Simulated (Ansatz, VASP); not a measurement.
## One calculation of Ti, two programs

INCAR

```
ALGO = Normal ; EDIFF = 1E-7
ENCUT = 520 ; GGA = PE
ISIF = 2 ; ISMEAR = -1
LASPH = T ; LCHARG = F
LREAL = F ; LWAVE = F
NBANDS = 19 ; NELM = 60
PREC = Accurate ; SIGMA = 0.05
```

The input KPOINTS:

```
k-points
0
Gamma
  10 10 6
```

File POSCAR:

```
Ti
1.0
    2.8897790207      0.0000000000      0.0000000000
   -1.4448895104      2.5026220433      0.0000000000
    0.0000000000      0.0000000000      4.5844629888
Ti
2
Direct
    0.6666666667      0.3333333333      0.7500000000
    0.3333333333      0.6666666667      0.2500000000
```

Contents of input.yaml:

```yaml
crystal:
  lattice:
    - [2.8897790207, 0.0, 0.0]
    - [-1.4448895104, 2.5026220433, 0.0]
    - [0.0, 0.0, 4.5844629888]
  atoms:
    - { symbol: Ti, position: [0.6666666667, 0.3333333333, 0.75] }
    - { symbol: Ti, position: [0.3333333333, 0.6666666667, 0.25] }
hamiltonian:
  xc: pbe
  pseudopotentials: { kind: paw }
kpoints:
  mp_grid: { grid: [10, 10, 6] }
scf:
  occupations: { method: fermi_dirac, width: 0.05 }
output:
  forces: true
  stress: true
  eigenvalues: true
```

Alike in both runs: task single point; functional PBE; k mesh 10 × 10 × 6; occupations fermi-dirac, width 0.05 eV; no spin polarisation.

```csv
,VASP,Ansatz
version,VASP 6.6.1,Ansatz 0.2.0
potentials or method,"VASP PAW PBE potentials, release 64 (Ti_sv)",Ansatz PAW
plane-wave cutoff (eV),520,420
valence electrons in the cell,24,24
```

```csv
,VASP,Ansatz,Ansatz less VASP
gap on the k mesh at the Fermi level (eV),none,none,-
pressure (GPa),5.5,5.9,+0.37
"traceless stress, the component that is largest in VASP (GPa)",-0.33,-0.32,+0.004
```

A gap of «none» marks a metal or a gap that the smearing closes. The functional is the same, so the differences come from potentials, cutoffs and numerics.
